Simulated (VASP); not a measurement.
# FeIN3O3 (P1) in VASP: single point with LDA

Aim: the single point of FeIN3O3 with LDA.

All numbers are computed with VASP 6.6.1; they aren't measurements. Logs are shortened: lines on timing, memory, paths and dates and some standing lists are left out, and cuts for length are marked.

## Step 1: The cell of the first run

The typed cell holds 16 atoms: a = 7.664 Å, b = 7.664 Å, c = 6.456 Å, α = 90.00°, β = 90.00°, γ = 120.00°.

## Step 2: Single point, LDA

Input file INCAR:

```
ALGO = Normal
EDIFF = 1E-6
ENCUT = 520
GGA = CA
ISIF = 2
ISMEAR = -1
LASPH = True
LCHARG = False
LREAL = Auto
LWAVE = False
NBANDS = 62
NELM = 60
PREC = Accurate
SIGMA = 0.0554
```

Input file KPOINTS:

```
k-points
0
Gamma
  3 3 3
```

Input file POSCAR:

```
FeIN3O3
1.0
    7.6635296700      0.0000000000      0.0000000000
   -3.8317648300      6.6368126600      0.0000000000
    0.0000000000      0.0000000000      6.4559792100
Fe I O N
2 2 6 6
Direct
    0.6667000000      0.3333000000      0.2898700000
    0.3334000000      0.6667000000      0.7898700000
    0.6667000000      0.3333000000      0.6626000000
    0.3334000000      0.6667000000      0.1626000000
    0.8637000000      0.7274000000      0.0581000000
    0.1363000000      0.8637000000      0.5581000000
    0.2726000000      0.1363000000      0.0581000000
    0.1363000000      0.2726000000      0.5581000000
    0.8637000000      0.1363000000      0.0581000000
    0.7274000000      0.8637000000      0.5581000000
    0.7935000000      0.5869000000      0.1828000000
    0.2066000000      0.7935000000      0.6828000000
    0.4131000000      0.2066000000      0.1828000000
    0.2065000000      0.4131000000      0.6828000000
    0.7934000000      0.2065000000      0.1828000000
    0.5869000000      0.7934000000      0.6828000000
```

Potentials or basis: VASP PAW LDA potentials, release 64 (Fe, I, O, N).

Launch:

```bash
$ cat potpaw_LDA.64/Fe/POTCAR potpaw_LDA.64/I/POTCAR potpaw_LDA.64/O/POTCAR potpaw_LDA.64/N/POTCAR > POTCAR
$ mpirun -np 1 vasp_std > vasp.out
```

OUTCAR:

```text
EDIFF = 1E-6
   ENCUT = 520
   GGA = CA
   ISIF = 2
   ISMEAR = -1
   LASPH = True
   LREAL = Auto
   NELM = 60
   PREC = Accurate

 ion  position               nearest neighbor table
   1  0.667  0.333  0.290-  15 1.82  13 1.82  11 1.82   3 2.41
   2  0.333  0.667  0.790-  16 1.82  12 1.82  14 1.82   4 2.41
   3  0.667  0.333  0.663-   1 2.41
   4  0.333  0.667  0.163-   2 2.41
   5  0.864  0.727  0.058-  11 1.23
   6  0.136  0.864  0.558-  12 1.23
   7  0.273  0.136  0.058-  13 1.23
   8  0.136  0.273  0.558-  14 1.23
   9  0.864  0.136  0.058-  15 1.23
  10  0.727  0.864  0.558-  16 1.23
  11  0.794  0.587  0.183-   5 1.23   1 1.82
  12  0.207  0.794  0.683-   6 1.23   2 1.82
  13  0.413  0.207  0.183-   7 1.23   1 1.82
  14  0.206  0.413  0.683-   8 1.23   2 1.82
  15  0.793  0.206  0.183-   9 1.23   1 1.82
  16  0.587  0.793  0.683-  10 1.23   2 1.82

  LATTYP: Found a hexagonal cell.
 ALAT       =     7.6635296700
 C/A-ratio  =     0.8424289444

  Lattice vectors:

 A1 = (   7.6635296700,   0.0000000000,   0.0000000000)
 A2 = (  -3.8317648300,   6.6368126600,   0.0000000000)
 A3 = (   0.0000000000,   0.0000000000,   6.4559792100)

Analysis of symmetry for initial positions (statically):
=====================================================================
 Subroutine PRICEL returns:
 Original cell was already a primitive cell.

 Routine SETGRP: Setting up the symmetry group for a
 hexagonal supercell.

 Subroutine GETGRP returns: Found  1 space group operations
 (whereof  1 operations were pure point group operations)
 out of a pool of 24 trial point group operations.

The static configuration has the point symmetry C_1 .

Analysis of symmetry for dynamics (positions and initial velocities):
=====================================================================
 Subroutine PRICEL returns:
 Original cell was already a primitive cell.

 Routine SETGRP: Setting up the symmetry group for a
 hexagonal supercell.

 Subroutine GETGRP returns: Found  1 space group operations
 (whereof  1 operations were pure point group operations)
 out of a pool of 24 trial point group operations.

The dynamic configuration has the point symmetry C_1 .

[... 114 lines left out ...]
   NELM   =     60;   NELMIN=  2; NELMDL= -5     # of ELM steps
   EDIFF  = 0.1E-05   stopping-criterion for ELM
   LREAL  =      T    real-space projection
   EDIFFG = 0.1E-04   stopping-criterion for IOM
   NSW    =      0    number of steps for IOM
   IBRION =     -1    ionic relax: 0-MD 1-quasi-New 2-CG
   NFREE  =      0    steps in history (QN), initial steepest desc. (CG)
   ISIF   =      2    stress and relaxation
   ISYM   =      2    0-nonsym 1-usesym 2-fastsym
   POTIM  = 0.5000    time-step for ionic-motion
   TEBEG  =    0.0;   TEEND  =   0.0 temperature during run
   PSTRESS=    0.0 pullay stress
   NELECT =      96.0000    total number of electrons
   NUPDOWN=      -1.0000    fix difference up-down
   EMIN   =  10.00;   EMAX   =-10.00  energy-range for DOS
   EFERMI =   0.00;   METHOD = LEGACY
   ISMEAR =    -1;   SIGMA  =   0.06  broadening in eV -4-tet -1-fermi 0-gaus
   EFERMI_NEDOS =   21; number of points for ismear=-14 and -15
   IALGO  =     38    algorithm
   IMIX   =      4    mixing-type and parameters
     AMIX     =   0.40;   BMIX     =  1.00
     AMIX_MAG =   1.60;   BMIX_MAG =  1.00
  volume/ion in A,a.u.               =      20.52       138.49
  Fermi-wavevector in a.u.,A,eV,Ry     =   1.086547  2.053276 16.062817  1.180584
  Thomas-Fermi vector in A             =   2.222686
   LORBIT       =      0    0 simple, 1 ext, 2 COOP (PROOUT), +10 PAW based schemes
   GGA     = CA    functional components
   LHFCALC =     F    Hartree Fock is set to
   AEXX    =    0.0000 exact exchange contribution
   IVDW    =     0    specifies the selected vdW correction
   LEPSILON=     F    determine dielectric tensor
   LRPA    =     F    only Hartree local field effects (RPA)
 non-spin polarized calculation
  energy-cutoff  :      520.00
  volume of cell :      328.36
 maximum number of plane-waves:      8875
 NGX is ok and might be reduce to    60
   NGX = 29   NGY = 29   NGZ = 25

 number of electron      96.0000013 magnetization

 Free energy of the ion-electron system (eV)
  ---------------------------------------------------
  ext. energy  EPLUGINS =         0.00000000
  ---------------------------------------------------
  free energy    TOTEN  =      -110.07253920 eV

  energy without entropy =     -110.06773701  energy(sigma->0) =     -110.07013810

 E-fermi :   0.0672     XC(G=0):  -8.3621

 val. band max:       -0.2049867014   @ k =   0.0000   0.0000   0.0000
 cond. band min:       0.3853380174   @ k =   0.0000   0.3333   0.0000
 fundamental gap:      0.5903247188
 Fermi energy:         0.0672121146

 k-point     1 :       0.0000    0.0000    0.0000
  band No.  band energies     occupation
      1     -24.5462      2.00000
      2     -24.5107      2.00000
      3     -24.4946      2.00000
      4     -24.4943      2.00000
      5     -24.4779      2.00000
      6     -24.4776      2.00000
[... 871 lines left out ...]
     59       1.4602      0.00000
     60       1.4604      0.00000
 [bands above 60 left out]

------------------------ aborting loop because EDIFF is reached ----------------------------------------

  FORCE on cell =-STRESS in cart. coord.  units (eV):
  Direction    XX          YY          ZZ          XY          YZ          ZX
  --------------------------------------------------------------------------------------
  -------------------------------------------------------------------------------------
  Total      -30.2424231    -30.2461201    -21.2005663      0.0000070      0.0002635     -0.0058496
  in kB     -147.5627168   -147.5807555   -103.4445274      0.0000340      0.0012855     -0.0285422
  external PRESSURE =    -132.8626666 kB  Pullay stress =       0.0000000 kB

 VOLUME and BASIS-vectors are now :
 -----------------------------------------------------------------------------
  energy-cutoff  :      520.00
  volume of cell :      328.36
      direct lattice vectors                 reciprocal lattice vectors
     7.663529670  0.000000000  0.000000000     0.130488175  0.075337368  0.000000000
    -3.831764830  6.636812660  0.000000000     0.000000000  0.150674737  0.000000000
     0.000000000  0.000000000  6.455979210     0.000000000  0.000000000  0.154895170

 POSITION                                       TOTAL-FORCE (eV/Angst)
 -----------------------------------------------------------------------------------
      3.83215      2.21205      1.87139        -0.004436      0.002253     -5.229435
      0.00038      4.42476      5.09938        -0.004537     -0.002039     -5.229433
      3.83215      2.21205      4.27773         0.001137     -0.000644      0.838564
      0.00038      4.42476      1.04974         0.001158      0.000653      0.838721
      3.83176      4.82762      0.37509         0.001826     -4.392077      3.630019
     -2.26496      5.73222      3.60308         3.804258     -2.194262      3.629719
[... 8 lines left out ...]
      5.28899      1.37050      1.18015         1.122741     -0.645445     -2.167167
      1.45760      5.26565      4.40814         1.120557      0.649704     -2.167333
 -----------------------------------------------------------------------------------
    total drift:                                0.002058     -0.000149     -0.031542

  FREE ENERGIE OF THE ION-ELECTRON SYSTEM (eV)
  ---------------------------------------------------
  free  energy   TOTEN  =      -110.0725392001 eV

  energy  without entropy=     -110.0677370079  energy(sigma->0) =     -110.07013810
```

OSZICAR:

```text
N       E                     dE             d eps       ncg     rms          rms(c)
DAV:   1     0.909995540516E+03    0.91000E+03   -0.42095E+04  1736   0.141E+03
DAV:   2     0.333604096068E+02   -0.87664E+03   -0.82069E+03  1918   0.341E+02
DAV:   3    -0.115224401132E+03   -0.14858E+03   -0.13769E+03  2248   0.164E+02
[... 13 lines left out ...]
DAV:  17    -0.110072625970E+03    0.47147E-04   -0.31594E-04  2360   0.839E-02    0.159E-01
DAV:  18    -0.110072545388E+03    0.80582E-04   -0.72136E-05  2704   0.122E-01    0.571E-02
DAV:  19    -0.110072546561E+03   -0.11728E-05   -0.38548E-05  2584   0.504E-02    0.415E-02
DAV:  20    -0.110072541547E+03    0.50139E-05   -0.20556E-05  2576   0.614E-02    0.208E-02
DAV:  21    -0.110072538800E+03    0.27464E-05   -0.17511E-06  1400   0.252E-02    0.699E-03
DAV:  22    -0.110072539200E+03   -0.39966E-06   -0.35301E-06  1416   0.812E-03
   1 F= -.11007254E+03 E0= -.11007014E+03  d E =-.480219E-02
```

It took 11 min on 1 thread of Intel Xeon Platinum 8488C (Sapphire Rapids), shared host; peak memory 0.45 GiB.

What came out:

- Free energy: -110.0725 eV
- Pressure: -13.3 GPa
- Largest force: 5.698 eV/Å
- Band gap on the k mesh: 0.59 eV

Forces in eV/Å, atoms in the order of the input:
```
Fe  -0.004  0.002 -5.229
Fe  -0.005 -0.002 -5.229
I    0.001 -0.001  0.839
I    0.001  0.001  0.839
O    0.002 -4.392  3.630
O    3.804 -2.194  3.630
O    3.802  2.197  3.630
O   -0.002  4.392  3.630
O   -3.803  2.193  3.630
O   -3.801 -2.197  3.630
N   -0.002  1.295 -2.166
N   -1.122  0.646 -2.166
N   -1.119 -0.650 -2.166
N    0.003 -1.295 -2.166
N    1.123 -0.645 -2.167
N    1.121  0.650 -2.167
```

Caveat: the standard files for N, O and F lose accuracy on very short bonds; the cell stands under tension; spin-orbit coupling is left out, which moves the levels of the heavy elements; an odd mesh through Γ misses points on the zone boundary, where band edges can lie; forces of over 1 eV/Å act on the atoms, so gaps and moduli don't describe the material at rest.
